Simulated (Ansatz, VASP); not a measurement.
# CaSe: VASP beside Ansatz

```
CELL_PARAMETERS angstrom
0.00000 2.97897 2.97897
2.97897 0.00000 2.97897
2.97897 2.97897 0.00000
ATOMIC_POSITIONS crystal
Ca 0.00000 0.00000 0.00000
Se 0.50000 0.50000 0.50000
```

Alike in both runs: task single point; functional PBE; k mesh 12 × 12 × 12; occupations fermi-dirac, width 0.03 eV; non-collinear spin, spin-orbit coupling.

|  | VASP | Ansatz |
| --- | --- | --- |
| version | VASP 6.6.1 | Ansatz 0.2.0 |
| potentials or method | VASP PAW PBE potentials, release 64 (Ca_sv, Se), cutoff 520 eV | all-electron LAPW |

|  | VASP | Ansatz | Ansatz less VASP |
| --- | --- | --- | --- |
| pressure (GPa) | 0.2 | 0.0 | -0.17 |

Ansatz ran all-electron here, and VASP with PAW potentials.
